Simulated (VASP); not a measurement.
# Fe (P6_3/mmc) in VASP: settings compared, part 2 of 2

VASP 6.6.1.

## 3. Elastic constants, PBEsol, collinear spin, ferromagnetic start

The input, INCAR:

```
SYSTEM = Fe
ALGO = Normal
EDIFF = 1E-8
ENCUT = 600
GGA = PS
IBRION = 6
ISIF = 3
ISMEAR = -1
ISPIN = 2
LASPH = .TRUE.
LCHARG = .FALSE.
LMAXMIX = 4
LORBIT = 11
LREAL = .FALSE.
LWAVE = .FALSE.
MAGMOM = 3 3
NELM = 150
NFREE = 2
NSW = 1
POTIM = 0.015
PREC = Accurate
SIGMA = 0.05
```

The input, KPOINTS:

```
k-points
0
G
  9 9 5
  0 0 0
```

The input, POSCAR:

```
Fe
1.0
    2.4341575853      0.0000000000      0.0000000000
   -1.2170787927      2.1080423057      0.0000000000
    0.0000000000      0.0000000000      3.8419344700
Fe
2
Direct
    0.6666666667      0.3333333333      0.7500000000
    0.3333333333      0.6666666667      0.2500000000
```

Potentials or basis: VASP PAW PBE potentials, release 64 (Fe).

On the command line:

```
$ cat potpaw_PBE.64/Fe/POTCAR > POTCAR
$ mpirun -np 1 vasp_std > vasp.out
```

OUTCAR:

```text
SYSTEM = Fe
   EDIFF = 1E-8
   ENCUT = 600
   GGA = PS
   IBRION = 6
   ISIF = 3
   ISMEAR = -1
   ISPIN = 2
   LASPH = .TRUE.
   LORBIT = 11
   LREAL = .FALSE.
   NELM = 150
   NFREE = 2
   NSW = 1
   POTIM = 0.015
   PREC = Accurate

 ion  position               nearest neighbor table
   1  0.667  0.333  0.750-   2 2.38   2 2.38   2 2.38   2 2.38   2 2.38   2 2.38
   2  0.333  0.667  0.250-   1 2.38   1 2.38   1 2.38   1 2.38   1 2.38   1 2.38

  LATTYP: Found a hexagonal cell.
 ALAT       =     2.4341575853
 C/A-ratio  =     1.5783425417

  Lattice vectors:

 A1 = (   2.4341575853,   0.0000000000,   0.0000000000)
 A2 = (  -1.2170787927,   2.1080423057,   0.0000000000)
 A3 = (   0.0000000000,   0.0000000000,   3.8419344700)

Analysis of symmetry for initial positions (statically):
=====================================================================
 Subroutine PRICEL returns:
 Original cell was already a primitive cell.

 Routine SETGRP: Setting up the symmetry group for a
 hexagonal supercell.

 Subroutine GETGRP returns: Found 24 space group operations
 (whereof 12 operations were pure point group operations)
 out of a pool of 24 trial point group operations.

The static configuration has the point symmetry D_3d.
 The point group associated with its full space group is D_6h.

Analysis of symmetry for dynamics (positions and initial velocities):
=====================================================================
 Subroutine PRICEL returns:
 Original cell was already a primitive cell.

 Routine SETGRP: Setting up the symmetry group for a
 hexagonal supercell.

 Subroutine GETGRP returns: Found 24 space group operations
 (whereof 12 operations were pure point group operations)
 out of a pool of 24 trial point group operations.

The dynamic configuration has the point symmetry D_3d.
 The point group associated with its full space group is D_6h.

Analysis of structural, dynamic, and magnetic symmetry:
=====================================================================
 Subroutine PRICEL returns:
 Original cell was already a primitive cell.

 Routine SETGRP: Setting up the symmetry group for a
 hexagonal supercell.

 Subroutine GETGRP returns: Found 24 space group operations
 (whereof 12 operations were pure point group operations)
 out of a pool of 24 trial point group operations.

The overall configuration has the point symmetry D_3d.
 The point group associated with its full space group is D_6h.

 Subroutine INISYM returns: Found 24 space group operations
 (whereof 12 operations are pure point group operations),
 and found     1 'primitive' translations

----------------------------------------------------------------------------------------

                                     Primitive cell

  volume of cell :      19.7141

  direct lattice vectors                    reciprocal lattice vectors
     2.434157585  0.000000000  0.000000000     0.410819746  0.237186891  0.000000000
    -1.217078793  2.108042306  0.000000000     0.000000000  0.474373781  0.000000000
     0.000000000  0.000000000  3.841934470     0.000000000  0.000000000  0.260285543

  length of vectors
[... 356 lines left out ...]
     11       7.8800      0.00000
     12       7.8800      0.00000
     13      16.2383      0.00000
     14      29.2604      0.00000
[... 403 lines left out ...]
      4       3.7464      1.00000
      5       4.9313      1.00000
      6       4.9313      1.00000
      7       6.2846      1.00000
      8       7.5097      0.00119
      9       7.8198      0.00000
     10       7.8198      0.00000
     11      13.6150      0.00000
     12      14.1169      0.00000
     13      14.1169      0.00000
     14      19.3702      0.00000
     15      20.7063      0.00000

 [... further k-points ...]

 spin component 2

 k-point     1 :       0.0000    0.0000    0.0000
  band No.  band energies     occupation
      1      -2.0274      1.00000
      2       1.9633      1.00000
      3       5.3736      1.00000
      4       5.3736      1.00000
      5       5.5322      1.00000
      6       5.8662      1.00000
      7       5.8662      1.00000
      8       6.2351      1.00000
      9       6.2351      1.00000
     10       7.6722      0.00005
     11       7.8800      0.00000
     12       7.8800      0.00000
     13      16.2383      0.00000
     14      29.2604      0.00000
[... 444 lines left out ...]
  FREE ENERGIE OF THE ION-ELECTRON SYSTEM (eV)
  ---------------------------------------------------
  free  energy   TOTEN  =       -17.9009901404 eV

  energy  without entropy=      -17.8846287553  energy(sigma->0) =      -17.89280945

 INTERNAL STRAIN TENSORS FROM STRAINED CELLS
 ============================================

 INTERNAL STRAIN TENSOR FOR ION    1 for displacements in x,y,z  (eV/Angst):
          X           Y           Z          XY          YZ          ZX
  --------------------------------------------------------------------------------
  x    -0.00000     0.00000     0.00000     3.36137    -0.00000    -0.00000
  y     3.34776    -3.34223    -0.00000    -0.00013     0.00000     0.00013
  z     0.00000     0.00000     0.00000     0.00000    -0.00014     0.00000

 INTERNAL STRAIN TENSORS FROM DISPLACED ATOMS
 ============================================

 INTERNAL STRAIN TENSOR FOR ION    1 for displacements in x,y,z  (eV/Angst):
          X           Y           Z          XY          YZ          ZX
  --------------------------------------------------------------------------------
  x    -0.00000     0.00000     0.00000     3.35658     0.00000     0.00000
  y     3.35658    -3.35658     0.00000     0.00000     0.00000     0.00000
  z     0.00000     0.00000     0.00000     0.00000     0.00000     0.00000

 INTERNAL STRAIN TENSOR FOR ION    2 for displacements in x,y,z  (eV/Angst):
          X           Y           Z          XY          YZ          ZX
  --------------------------------------------------------------------------------
  x     0.00000    -0.00000    -0.00000    -3.35658     0.00000     0.00000
  y    -3.35658     3.35658     0.00000    -0.00000     0.00000     0.00000
  z    -0.00000    -0.00000    -0.00000    -0.00000     0.00000    -0.00000

 Eigenvectors and eigenvalues of the dynamical matrix
 ----------------------------------------------------

   1 f  =   10.321964 THz    64.854815 2PiTHz  344.303672 cm-1    42.688196 meV
             X         Y         Z           dx          dy          dz
      1.217079  0.702681  2.881451    -0.000000    0.000000    0.707107
     -0.000000  1.405362  0.960484     0.000000    0.000000   -0.707107
[... 16 lines left out ...]
   5 f  =    0.000000 THz     0.000000 2PiTHz    0.000002 cm-1     0.000000 meV
             X         Y         Z           dx          dy          dz
      1.217079  0.702681  2.881451    -0.674701   -0.211610    0.000000
     -0.000000  1.405362  0.960484    -0.674701   -0.211610    0.000000

   6 f/i=    0.000000 THz     0.000001 2PiTHz    0.000003 cm-1     0.000000 meV
             X         Y         Z           dx          dy          dz
      1.217079  0.702681  2.881451     0.211610   -0.674701   -0.000000
     -0.000000  1.405362  0.960484     0.211610   -0.674701    0.000000

--------------------------------------------------------------------------------------------------------

 ELASTIC MODULI CONTR FROM IONIC RELAXATION (kBar)
 Direction    XX          YY          ZZ          XY          YZ          ZX
 --------------------------------------------------------------------------------
 XX        -139.4652    139.4652      0.0000      0.0000      0.0000     -0.0000
 YY         139.4652   -139.4652     -0.0000      0.0000      0.0000     -0.0000
 ZZ           0.0000     -0.0000     -0.0000     -0.0000      0.0000     -0.0000
 XY           0.0000      0.0000     -0.0000   -139.4652      0.0000     -0.0000
 YZ           0.0000      0.0000      0.0000      0.0000      0.0000      0.0000
 ZX          -0.0000     -0.0000     -0.0000     -0.0000      0.0000     -0.0000
 --------------------------------------------------------------------------------

 TOTAL ELASTIC MODULI (kBar)
 Direction    XX          YY          ZZ          XY          YZ          ZX
 --------------------------------------------------------------------------------
 XX        5851.4146   1965.7270   1511.5002     -0.0000     -0.0000      0.0000
 YY        1965.7270   5851.4146   1511.5002     -0.0000     -0.0000     -0.0000
 ZZ        1511.5002   1511.5002   6767.7080     -0.0000      0.0000     -0.0000
 XY          -0.0000     -0.0000     -0.0000   1942.8438      0.0000     -0.0000
 YZ          -0.0000     -0.0000      0.0000      0.0000   1893.9704     -0.0000
 ZX           0.0000      0.0000     -0.0000      0.0000     -0.0000   1893.9705
 --------------------------------------------------------------------------------

 total charge

# of ion       s       p       d       tot
------------------------------------------
    1        0.555   0.677   6.373   7.605
    2        0.555   0.677   6.373   7.605
--------------------------------------------------
tot          1.111   1.353  12.745  15.209

 magnetization (x)

# of ion       s       p       d       tot
------------------------------------------
    1        0.000   0.000   0.000   0.000
    2        0.000   0.000   0.000   0.000
--------------------------------------------------
tot          0.000   0.000   0.000   0.000
```

stdout:

```text
POSCAR found type information on POSCAR Fe
 POSCAR found :  1 types and       2 ions
 scaLAPACK will be used
 -----------------------------------------------------------------------------
|                                                                             |
|                                                                             |
|     You enforced a specific xc type in the INCAR file but a different       |
|     I HOPE YOU KNOW WHAT YOU ARE DOING!                                     |
[... 32 lines left out ...]
 Finite differences progress:
 bond charge predicted
 Finite differences progress:
 bond charge predicted
 Finite differences progress:
 bond charge predicted
 Finite differences progress:
 bond charge predicted
 Finite differences progress:
 bond charge predicted
 Finite differences progress:
 bond charge predicted
 Finite differences progress:
```

It took 5.1 min on 1 thread of AMD EPYC 9R45 (Zen 5), shared host; peak memory 0.24 GiB.

Results:

- Net moment: 0.00 μB per cell
- Valence electrons inside the program's atomic spheres: Fe 7.61
- Voigt bulk modulus: 316 GPa
- Highest phonon frequency at Γ: 344 cm⁻¹

Phonon frequencies in cm⁻¹ (negative: imaginary):
```tsv
q point	frequencies
(0.000, 0.000, 0.000)	0 0 0 253 253 344
```

Elastic tensor in Voigt notation (GPa, in the Cartesian axes of the cell as first typed):
```
585 197 151   0   0   0
197 585 151   0   0   0
151 151 677   0   0   0
  0   0   0 189   0   0
  0   0   0   0 189   0
  0   0   0   0   0 194
```

Clamped-ion elastic tensor (GPa):
```
599 183 151   0   0   0
183 599 151   0   0   0
151 151 677   0   0   0
  0   0   0 189   0   0
  0   0   0   0 189   0
  0   0   0   0   0 208
```

Caveat: the cell is under stress, which shifts elastic constants; the moments typed at the start vanished in this run; the PAW data sets were made with another functional, which shifts forces and pressure a little.
